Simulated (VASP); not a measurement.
Wanted: the native input for a VASP 6.6.1 run.

| Item | Value |
| --- | --- |
| Task | single point |
| Functional | PBEsol |
| Potentials or basis | VASP PAW PBE potentials, release 64 (C) |
| Cutoff | 520 eV |
| k mesh | 11 × 4 × 1 |
| Occupations | gaussian, width 0.05 eV |
| Spin | no spin polarisation |
| Dipole correction | yes |
| Further INCAR settings | ALGO = Normal; EDIFF = 1e-06; NBANDS = 41 |

The structure of C lies in POSCAR:

```
C
1.0
    2.4588631543      0.0000000000      0.0000000000
    0.0000000000      6.7297643143      0.0000000000
    0.0000000000      0.0000000000     24.2678885212
C
14
Direct
    0.5000000000      0.6445927086      0.3502570894
    0.0000000000      0.5557666168      0.3660292567
    0.0000000000      0.3780458171      0.3975426984
    0.5000000000      0.2892197253      0.4133148657
    0.5000000000      0.1114989255      0.4448283074
    0.0000000000      0.0226728338      0.4606004747
    0.0000000000      0.8449520340      0.4921139164
    0.5000000000      0.7564101816      0.5079368050
    0.5000000000      0.5789226613      0.5396974749
    0.0000000000      0.4905525501      0.5554062941
    0.0000000000      0.3101567782      0.5863388614
    0.5000000000      0.2212665365      0.6011022073
    0.5000000000      0.0324956064      0.6312735684
    0.0000000000      0.9505429141      0.6435460223
```

One way to write it, as run:

INCAR

```
ALGO = Normal
DIPOL = 0.5 0.5 0.499
EDIFF = 1E-6
ENCUT = 520
GGA = PS
IDIPOL = 3
ISIF = 2
ISMEAR = 0
LASPH = T
LCHARG = T
LDIPOL = T
LELF = T
LREAL = F
LVACPOTAV = T
LVHAR = T
LWAVE = F
NBANDS = 41
NELM = 80
PREC = Accurate
SIGMA = 0.05
```

KPOINTS

```
k-points
0
Gamma
  11 4 1
```

Potentials or basis: VASP PAW PBE potentials, release 64 (C).

Launch:

```console
$ cat potpaw_PBE.64/C/POTCAR > POTCAR
$ mpirun -np 1 vasp_std > vasp.out
```

It gave:

| Quantity | Value |
| --- | --- |
| Largest force | 2.648 eV/Å |
| Band gap on the k mesh | zero (bands 28 and 29 overlap by 0.14 eV) |

Caveat: the PAW data sets were made with another functional, which shifts forces and pressure a little.

Run time: 25 min on 1 thread of Intel Xeon 8259CL, with other jobs on the host, peak memory 0.53 GiB.
